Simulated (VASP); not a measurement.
# Rh (Fm-3m) in VASP: settings compared

Aim: see how the results for Rh move with the level of theory and the settings. Levels: revPBE, LDA. Tasks: single point.

Program: VASP 6.6.1. These are calculated values, not measurements. Logs are shortened: lines on timing, memory, paths and dates and some standing lists are left out, and cuts for length are marked.

**1. The cell of the first run**

The structure is cubic, space group Fm-3m (No. 225). Conventional cell: a = 3.796 Å, b = 3.796 Å, c = 3.796 Å, α = 90.00°, β = 90.00°, γ = 90.00°. Rh (site symmetry m-3m) has 12 Rh at 2.68 Å within 3.5 Å.

**2. Single point, revPBE**

INCAR reads:

```
SYSTEM = Rh
PREC = Accurate
ENCUT = 500
EDIFF = 1E-6
ISMEAR = 1
SIGMA = 0.1
LREAL = .FALSE.
LASPH = .TRUE.
NELM = 120
ALGO = Normal
ISIF = 2
LWAVE = .FALSE.
LCHARG = .FALSE.
GGA = RE
NBANDS = 14
GGA_COMPAT = .FALSE.
```

KPOINTS reads:

```
regular mesh
0
G
  14 14 14
  0 0 0
```

POSCAR reads:

```
Rh
1.0
    0.0000000000      1.8978500000      1.8978500000
    1.8978500000      0.0000000000      1.8978500000
    1.8978500000      1.8978500000      0.0000000000
Rh
1
Direct
    0.0000000000      0.0000000000      0.0000000000
```

Potentials or basis: VASP PAW PBE potentials, release 64 (Rh_pv).

Run with:

```bash
$ cat potpaw_PBE.64/Rh_pv/POTCAR > POTCAR
$ mpirun -np 1 vasp_std > vasp.out
```

OUTCAR:

```text
SYSTEM = Rh
   PREC = Accurate
   ENCUT = 500
   EDIFF = 1E-6
   ISMEAR = 1
   LREAL = .FALSE.
   LASPH = .TRUE.
   NELM = 120
   ISIF = 2
   GGA = RE

 ion  position               nearest neighbor table
   1  0.000  0.000  0.000-

  LATTYP: Found a face centered cubic cell.
 ALAT       =     3.7957000000

  Lattice vectors:

 A1 = (   0.0000000000,   1.8978500000,   1.8978500000)
 A2 = (   1.8978500000,   0.0000000000,   1.8978500000)
 A3 = (   1.8978500000,   1.8978500000,   0.0000000000)

Analysis of symmetry for initial positions (statically):
=====================================================================
 Subroutine PRICEL returns:
 Original cell was already a primitive cell.

 Routine SETGRP: Setting up the symmetry group for a
 face centered cubic supercell.

 Subroutine GETGRP returns: Found 48 space group operations
 (whereof 48 operations were pure point group operations)
 out of a pool of 48 trial point group operations.

The static configuration has the point symmetry O_h .

Analysis of symmetry for dynamics (positions and initial velocities):
=====================================================================
 Subroutine PRICEL returns:
 Original cell was already a primitive cell.

 Routine SETGRP: Setting up the symmetry group for a
 face centered cubic supercell.

 Subroutine GETGRP returns: Found 48 space group operations
 (whereof 48 operations were pure point group operations)
 out of a pool of 48 trial point group operations.

The dynamic configuration has the point symmetry O_h .

 Subroutine INISYM returns: Found 48 space group operations
 (whereof 48 operations are pure point group operations),
 and found     1 'primitive' translations

----------------------------------------------------------------------------------------

                                     Primitive cell

  volume of cell :      13.6715

  direct lattice vectors                    reciprocal lattice vectors
     0.000000000  1.897850000  1.897850000    -0.263456016  0.263456016  0.263456016
     1.897850000  0.000000000  1.897850000     0.263456016 -0.263456016  0.263456016
     1.897850000  1.897850000  0.000000000     0.263456016  0.263456016 -0.263456016

  length of vectors
     2.683965209  2.683965209  2.683965209     0.456319205  0.456319205  0.456319205

  position of ions in fractional coordinates (direct lattice)
     0.000000000  0.000000000  0.000000000

  ion indices of the primitive-cell ions
   primitive index   ion index
                 1           1

----------------------------------------------------------------------------------------

 KPOINTS: regular mesh

Automatic generation of k-mesh.
 Grid dimensions read from file:
 generate k-points for:   14   14   14

 Generating k-lattice:

  Cartesian coordinates                     Fractional coordinates (reciprocal lattice)
    -0.018818287  0.018818287  0.018818287     0.071428571  0.000000000  0.000000000
     0.018818287 -0.018818287  0.018818287     0.000000000  0.071428571  0.000000000
     0.018818287  0.018818287 -0.018818287     0.000000000  0.000000000  0.071428571

  Length of vectors
     0.032594229  0.032594229  0.032594229

  Shift w.r.t. Gamma in fractional coordinates (k-lattice)
     0.000000000  0.000000000  0.000000000

 Subroutine IBZKPT returns following result:
 ===========================================

 Found    104 irreducible k-points:

 Following reciprocal coordinates:
            Coordinates               Weight
  0.000000  0.000000  0.000000      1.000000
  0.071429  0.000000  0.000000      8.000000
  0.142857  0.000000  0.000000      8.000000
  0.214286  0.000000  0.000000      8.000000
  0.285714  0.000000  0.000000      8.000000
  0.357143  0.000000  0.000000      8.000000
[... 16 lines left out ...]
  0.214286  0.142857  0.000000     24.000000
  0.285714  0.142857  0.000000     24.000000
 [... further k-points ...]
   k-points           NKPTS =    104   k-points in BZ     NKDIM =    104   number of bands    NBANDS=     14
   number of dos      NEDOS =    301   number of ions     NIONS =      1
   total plane-waves  NPLWV =   8000
   dimension x,y,z NGX =    20 NGY =   20 NGZ =   20
   dimension x,y,z NGXF=    40 NGYF=   40 NGZF=   40
   ions per type =               1
   NGX,Y,Z   is equivalent  to a cutoff of  12.39, 12.39, 12.39 a.u.
   NGXF,Y,Z  is equivalent  to a cutoff of  24.78, 24.78, 24.78 a.u.
 SYSTEM =  Rh
   PREC   = accura    normal or accurate (medium, high low for compatibility)
   ISTART =      0    job   : 0-new  1-cont  2-samecut
   ICHARG =      2    charge: 1-file 2-atom 10-const
   ISPIN  =      1    spin polarized calculation?
   LNONCOLLINEAR =      F non collinear calculations
   LSORBIT =      F    spin-orbit coupling
   LASPH  =      T    aspherical Exc in radial PAW
   ENCUT  =  500.0 eV  36.75 Ry    6.06 a.u.   4.89  4.89  4.89*2*pi/ulx,y,z
   NELM   =    120;   NELMIN=  2; NELMDL= -5     # of ELM steps
   EDIFF  = 0.1E-05   stopping-criterion for ELM
   LREAL  =      F    real-space projection
   EDIFFG = 0.1E-04   stopping-criterion for IOM
   NSW    =      0    number of steps for IOM
   IBRION =     -1    ionic relax: 0-MD 1-quasi-New 2-CG
   NFREE  =      0    steps in history (QN), initial steepest desc. (CG)
   ISIF   =      2    stress and relaxation
   ISYM   =      2    0-nonsym 1-usesym 2-fastsym
   POTIM  = 0.5000    time-step for ionic-motion
   TEBEG  =    0.0;   TEEND  =   0.0 temperature during run
   PSTRESS=    0.0 pullay stress
   NELECT =      15.0000    total number of electrons
   NUPDOWN=      -1.0000    fix difference up-down
   EMIN   =  10.00;   EMAX   =-10.00  energy-range for DOS
   EFERMI =   0.00;   METHOD = LEGACY
   ISMEAR =     1;   SIGMA  =   0.10  broadening in eV -4-tet -1-fermi 0-gaus
   EFERMI_NEDOS =   21; number of points for ismear=-14 and -15
   IALGO  =     38    algorithm
   IMIX   =      4    mixing-type and parameters
     AMIX     =   0.40;   BMIX     =  1.00
     AMIX_MAG =   1.60;   BMIX_MAG =  1.00
  volume/ion in A,a.u.               =      13.67        92.26
  Fermi-wavevector in a.u.,A,eV,Ry     =   1.688496  3.190795 38.790465  2.851019
  Thomas-Fermi vector in A             =   2.770792
   LORBIT       =      0    0 simple, 1 ext, 2 COOP (PROOUT), +10 PAW based schemes
   GGA     = RE    functional components
   LHFCALC =     F    Hartree Fock is set to
   AEXX    =    0.0000 exact exchange contribution
   IVDW    =     0    specifies the selected vdW correction
   LEPSILON=     F    determine dielectric tensor
   LRPA    =     F    only Hartree local field effects (RPA)
 non-spin polarized calculation
 Methfessel and Paxton  Order N= 1 SIGMA  =   0.10
  energy-cutoff  :      500.00
  volume of cell :       13.67
 maximum number of plane-waves:       356
   NGX =  9   NGY =  9   NGZ =  9

 number of electron      15.0000007 magnetization

 Free energy of the ion-electron system (eV)
  ---------------------------------------------------
  ext. energy  EPLUGINS =         0.00000000
  ---------------------------------------------------
  free energy    TOTEN  =        -6.73150717 eV

  energy without entropy =       -6.73049544  energy(sigma->0) =       -6.73116993

 E-fermi :  12.0368     XC(G=0): -13.9963

 val. band max:       12.0365667544   @ k =  -0.2857   0.3571   0.0714
 cond. band min:      12.0677882041   @ k =   0.3571   0.0714   0.0000
 fundamental gap:      0.0312214497
 Fermi energy:        12.0367907617

 k-point     1 :       0.0000    0.0000    0.0000
  band No.  band energies     occupation
      1     -34.3105      2.00000
      2     -34.3105      2.00000
      3     -34.3105      2.00000
      4       4.0943      2.00000
      5       8.9768      2.00000
      6       8.9768      2.00000
      7       8.9768      2.00000
      8      11.0743      2.00000
      9      11.0743      2.00000
     10      28.0671      0.00000
     11      32.6570      0.00000
     12      33.5720      0.00000
     13      33.5720      0.00000
     14      33.5720      0.00000

 k-point     2 :       0.0714    0.0000    0.0000
  band No.  band energies     occupation
      1     -34.3488      2.00000
      2     -34.3157      2.00000
      3     -34.3157      2.00000
      4       4.3001      2.00000
      5       8.8866      2.00000
      6       9.0566      2.00000
      7       9.0566      2.00000
      8      11.0303      2.00000
      9      11.0303      2.00000
     10      28.3644      0.00000
     11      32.4827      0.00000
     12      32.6597      0.00000
     13      33.8739      0.00000
     14      33.8739      0.00000

 k-point     3 :       0.1429    0.0000    0.0000
  band No.  band energies     occupation
      1     -34.4552      2.00000
      2     -34.3301      2.00000
      3     -34.3301      2.00000
      4       4.8691      2.00000
      5       8.6939      2.00000
      6       9.2413      2.00000
      7       9.2413      2.00000
      8      10.9643      2.00000
      9      10.9643      2.00000
     10      29.0829      0.00000
     11      30.4860      0.00000
     12      32.6576      0.00000
     13      34.7306      0.00000
     14      34.7306      0.00000
[... 324 lines left out ...]
 k-point    23 :       0.2143    0.1429    0.0000
  band No.  band energies     occupation
      1     -34.5492      2.00000
      2     -34.3885      2.00000
      3     -34.3823      2.00000
      4       5.7196      2.00000
      5       8.0380      2.00000
      6       9.6442      2.00000
      7       9.7916      2.00000
      8      10.4129      2.00000
      9      11.4939      2.00000
     10      30.0916      0.00000
     11      30.4413      0.00000
     12      32.6570      0.00000
     13      33.1191      0.00000
     14      33.6688      0.00000

 k-point    24 :       0.2857    0.1429    0.0000
  band No.  band energies     occupation
      1     -34.6849      2.00000
      2     -34.4143      2.00000
      3     -34.4062      2.00000
      4       6.3512      2.00000
      5       7.9611      2.00000
      6       9.3231      2.00000
      7       9.8895      2.00000
      8      11.1589      2.00000
      9      11.8057      2.00517
     10      28.0977      0.00000
     11      30.5081      0.00000
     12      32.6568      0.00000
     13      32.8220      0.00000
     14      34.0590      0.00000

 [... further k-points ...]
[... 5 lines left out ...]
  --------------------------------------------------------------------------------------
  -------------------------------------------------------------------------------------
  Total        0.9558042      0.9558042      0.9558042      0.0000000      0.0000000      0.0000000
  in kB      112.0118191    112.0118191    112.0118191      0.0000000      0.0000000      0.0000000
  external PRESSURE =     112.0118191 kB  Pullay stress =       0.0000000 kB

 VOLUME and BASIS-vectors are now :
 -----------------------------------------------------------------------------
  energy-cutoff  :      500.00
  volume of cell :       13.67
      direct lattice vectors                 reciprocal lattice vectors
     0.000000000  1.897850000  1.897850000    -0.263456016  0.263456016  0.263456016
     1.897850000  0.000000000  1.897850000     0.263456016 -0.263456016  0.263456016
     1.897850000  1.897850000  0.000000000     0.263456016  0.263456016 -0.263456016

 POSITION                                       TOTAL-FORCE (eV/Angst)
 -----------------------------------------------------------------------------------
      0.00000      0.00000      0.00000         0.000000      0.000000      0.000000
 -----------------------------------------------------------------------------------
    total drift:                                0.000000     -0.000000     -0.000000

  FREE ENERGIE OF THE ION-ELECTRON SYSTEM (eV)
  ---------------------------------------------------
  free  energy   TOTEN  =        -6.7315071697 eV

  energy  without entropy=       -6.7304954438  energy(sigma->0) =       -6.73116993
```

Run time: 24 s. Hardware: 1 thread of Intel Xeon 8259CL, shared host; peak memory 0.14 GiB.

Results:

- Free energy: -6.7315 eV
- Pressure: 11.2 GPa
- Band gap on the k mesh: zero (an odd number of electrons rules out a gap without spin polarisation)

Caveat: the cell stands under pressure; the PAW data sets were made with another functional, which shifts forces and pressure a little.

(Part 1 of 2 ends here.)
